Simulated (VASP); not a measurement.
Wanted: the native input for a VASP 6.6.1 run.

| Item | Value |
| --- | --- |
| Task | single point |
| Functional | PBE |
| Potentials or basis | VASP PAW PBE potentials, release 64 (La) |
| Cutoff | 520 eV |
| k mesh | 13 × 13 × 13 |
| Occupations | fermi-dirac, width 0.08 eV |
| Spin | no spin polarisation |
| Dipole correction | no |
| k mesh for the DOS | 20 × 20 × 20 |
| Occupations for the DOS | tetrahedron |
| Further INCAR settings | ALGO = Normal; EDIFF = 1e-06; NBANDS = 12 |

The system is La.

```
CELL_PARAMETERS angstrom
-1.62035 1.62035 1.62035
1.62035 -1.62035 1.62035
1.62035 1.62035 -1.62035
ATOMIC_POSITIONS crystal
La 0.00000 0.00000 0.00000
```

This isn't the form of La at room conditions, which is double hcp.

One way to write it, as run:

POSCAR

```
La
1.0
   -1.6203510678      1.6203510678      1.6203510678
    1.6203510678     -1.6203510678      1.6203510678
    1.6203510678      1.6203510678     -1.6203510678
La
1
Direct
    0.0000000000      0.0000000000      0.0000000000
```

INCAR.step1

```
PREC = Accurate ; ENCUT = 520
EDIFF = 1E-6 ; ISMEAR = -1
SIGMA = 0.08 ; LREAL = F
LASPH = T ; NELM = 100
ALGO = Normal ; ISIF = 2
LWAVE = F ; LCHARG = T
LMAXMIX = 6 ; GGA = PE
NBANDS = 12
```

KPOINTS.step1

```
Automatic mesh
0
Gamma
  13 13 13
```

INCAR.step2

```
PREC = Accurate ; ENCUT = 520
EDIFF = 1E-6 ; ISMEAR = -5
SIGMA = 0.08 ; LREAL = F
LASPH = T ; NELM = 100
ALGO = Normal ; ISIF = 2
LWAVE = F ; LCHARG = F
LMAXMIX = 6 ; GGA = PE
LORBIT = 11 ; NBANDS = 12
NEDOS = 2001 ; ICHARG = 11
```

KPOINTS.step2

```
Automatic mesh
0
Gamma
  20 20 20
```

Potentials or basis: VASP PAW PBE potentials, release 64 (La).

Command:

```bash
$ cat potpaw_PBE.64/La/POTCAR > POTCAR
$ cp INCAR.step1 INCAR
$ cp KPOINTS.step1 KPOINTS
$ mpirun -np 1 vasp_std > vasp.out
$ cp INCAR.step2 INCAR
$ cp KPOINTS.step2 KPOINTS
$ mpirun -np 1 vasp_std > vasp.out
```

It gave:

```yaml
Valence_electrons_inside_the_program's_atomic_spheres: La 9.97
```

Run time: 110 s on 1 thread of Intel Xeon 8259CL, with other jobs on the host, peak memory 0.21 GiB.
